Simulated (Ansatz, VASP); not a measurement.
# FeSi in VASP and in Ansatz

```
Fe Si
1.0
     2.72585    0.00000    0.00000
    -1.36293    2.36066    0.00000
     0.00000    0.00000    3.52569
Fe Si
1 1
Cartesian
  1.3629 0.7869 1.7628
  0.0000 0.0000 0.0000
```

Change from the starting cell: species swapped into the WC type (P-6m2, No. 187).

Alike in both runs: functional PBE; k mesh 6 × 6 × 6; occupations gaussian, width 0.1 eV; collinear spin.

Ansatz relaxed the structure, and its values are those at the end. VASP's run is a single point on that final structure, the one shown.

|  | VASP | Ansatz |
| --- | --- | --- |
| version | VASP 6.6.1 | Ansatz 0.2.0 |
| potentials or method | VASP PAW PBE potentials, release 64 (Fe, Si), cutoff 520 eV | scalar-relativistic, plane waves, PAW |
| valence electrons in the cell | 12 | 20 |

Ansatz gave:

| Quantity | Value |
| --- | --- |
| gap on the k mesh at the Fermi level (eV) | none |
| pressure (GPa) | 0.0 |
| net moment per atom (μB) | 0.38 |
| size of the moment on the site where the two differ most (μB) | 0.80 |

Problem. Which values does VASP return?

Solution. gap on the k mesh at the Fermi level (eV): none; pressure (GPa): 0.2; net moment per atom (μB): 0.38; size of the moment on the site where the two differ most (μB): 0.81.

Site moments also hang on the region over which each program counts them. A gap of «none» marks a metal or a gap that the smearing closes. VASP's potentials hold 12 valence electrons a cell and Ansatz's 20, so a difference there can come from the potentials and not from the codes.

The k mesh is coarse, so the values compare programs but aren't converged.
